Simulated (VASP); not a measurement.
A run of VASP 6.6.1:

Contents of POSCAR:

```
MgO2
1.0
    4.8820395909      0.0000000000      0.0000000000
    0.0000000000      4.8820395909      0.0000000000
    0.0000000000      0.0000000000      4.8820395909
Mg O
4 8
Direct
    0.0000000000      0.5000000000      0.5000000000
    0.5000000000      0.5000000000      0.0000000000
    0.5000000000      0.0000000000      0.5000000000
    0.0000000000      0.0000000000      0.0000000000
    0.4116861256      0.0883138744      0.9116861256
    0.0883138744      0.9116861256      0.4116861256
    0.9116861256      0.4116861256      0.0883138744
    0.5883138744      0.5883138744      0.5883138744
    0.4116861256      0.4116861256      0.4116861256
    0.0883138744      0.5883138744      0.9116861256
    0.9116861256      0.0883138744      0.5883138744
    0.5883138744      0.9116861256      0.0883138744
```

The input INCAR.step1:

```
PREC = Accurate ; ENCUT = 520
ISMEAR = 0 ; SIGMA = 0.02
LREAL = F ; LASPH = T
NELM = 100 ; NBANDS = 40
GGA = PE ; ALGO = Normal
EDIFF = 1E-4 ; LWAVE = T
LCHARG = F
```

INCAR.step2

```
PREC = Accurate ; ENCUT = 520
EDIFF = 1E-7 ; ISMEAR = 0
SIGMA = 0.02 ; LREAL = F
LASPH = T ; NELM = 100
ALGO = Normal ; ISIF = 2
LWAVE = F ; LCHARG = F
METAGGA = R2SCAN ; LMIXTAU = T
NBANDS = 40 ; ISTART = 1
```

KPOINTS

```
regular mesh
0
Gamma
  6 6 6
```

Potentials or basis: VASP PAW PBE potentials, release 64 (Mg, O).

The run is started by

```sh
$ cat potpaw_PBE.64/Mg/POTCAR potpaw_PBE.64/O/POTCAR > POTCAR
$ cp INCAR.step1 INCAR
$ mpirun -np 1 vasp_std > vasp.out
$ cp INCAR.step2 INCAR
$ mpirun -np 1 vasp_std > vasp.out
```

Hardware: 1 thread of AMD EPYC 9R45 96-Core Processor (Zen 5) (shared host).

Problem. Estimate the wall time of this run.

Solution. Wall time 4.2 min on 1 thread of AMD EPYC 9R45 96-Core Processor (Zen 5) (shared host), peak memory 0.23 GiB. Counts: k points 24.
